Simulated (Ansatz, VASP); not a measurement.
## TaTl: VASP beside Ansatz

```xyz
6
Lattice="5.7833 0.0000 0.0000 -2.8917 5.0085 0.0000 0.0000 0.0000 5.0763" Properties=species:S:1:pos:R:3 pbc="T T T"
Ta    2.8917    0.0000    0.0000
Ta    1.4458    2.5042    0.0000
Ta   -1.4458    2.5042    0.0000
Tl    0.0000    0.0000    0.0000
Tl    0.0000    3.3390    2.5382
Tl    2.8917    1.6695    2.5382
```

Alike in both runs: functional PBE; k mesh 6 × 6 × 4; occupations gaussian, width 0.1 eV; no spin polarisation.

Ansatz relaxed the structure, and its values are those at the end. VASP's run is a single point on that final structure, the one shown.

|  | VASP | Ansatz |
| --- | --- | --- |
| version | VASP 6.6.1 | Ansatz 0.2.0 |
| potentials or method | VASP PAW PBE potentials, release 64 (Ta_pv, Tl_d), cutoff 520 eV | scalar-relativistic, plane waves, PAW |
| valence electrons in the cell | 72 | 78 |

|  | VASP | Ansatz | Ansatz less VASP |
| --- | --- | --- | --- |
| gap on the k mesh at the Fermi level (eV) | none | none | - |
| pressure (GPa) | -0.1 | -0.1 | +0.04 |

A gap of «none» marks a metal or a gap that the smearing closes. The functional is the same, so the differences come from potentials, cutoffs and numerics. VASP's potentials hold 72 valence electrons a cell and Ansatz's 78, so a difference there can come from the potentials and not from the codes.

Spin-orbit coupling is off throughout.
